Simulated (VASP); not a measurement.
Write the native input for VASP 6.6.1 that does the following.

```
Task                   : single point
Functional             : PBEsol
Potentials or basis    : VASP PAW PBE potentials, release 64 (Al)
Cutoff                 : 520 eV
k mesh                 : 18 × 18 × 10
Occupations            : gaussian, width 0.15 eV
Spin                   : no spin polarisation
Dipole correction      : no
Further INCAR settings : ALGO = Normal; EDIFF = 1e-06; NBANDS = 10
```

The structure of Al lies in POSCAR:

```
Al
1.0
    2.8496988417      0.0000000000      0.0000000000
   -1.4248494208      2.4679115900      0.0000000000
    0.0000000000      0.0000000000      4.4899000000
Al
2
Direct
    0.6666666667      0.3333333333      0.7500000000
    0.3333333333      0.6666666667      0.2500000000
```

This isn't the form of Al at room conditions, which is fcc.

These files were run (other wordings do the same):

INCAR

```
ALGO = Normal ; EDIFF = 1E-6
ENCUT = 520 ; GGA = PS
ISIF = 2 ; ISMEAR = 0
LASPH = T ; LCHARG = T
LELF = T ; LREAL = F
LVHAR = T ; LWAVE = F
NBANDS = 10 ; NELM = 60
PREC = Accurate ; SIGMA = 0.15
```

KPOINTS

```
k-points
0
Gamma
  18 18 10
```

Potentials or basis: VASP PAW PBE potentials, release 64 (Al).

Launch:

```sh
$ cat potpaw_PBE.64/Al/POTCAR > POTCAR
$ mpirun -np 1 vasp_std > vasp.out
```

Results of the run:

```json
{
  "Pressure": "3.0 GPa",
  "Band gap on the k mesh": "zero (bands 3 and 4 overlap by 8.12 eV)"
}
```

Caveat: the PAW data sets were made with another functional, which shifts forces and pressure a little.

Wall time 53 s on 1 thread of Intel Xeon 8259CL (shared host), peak memory 0.19 GiB.
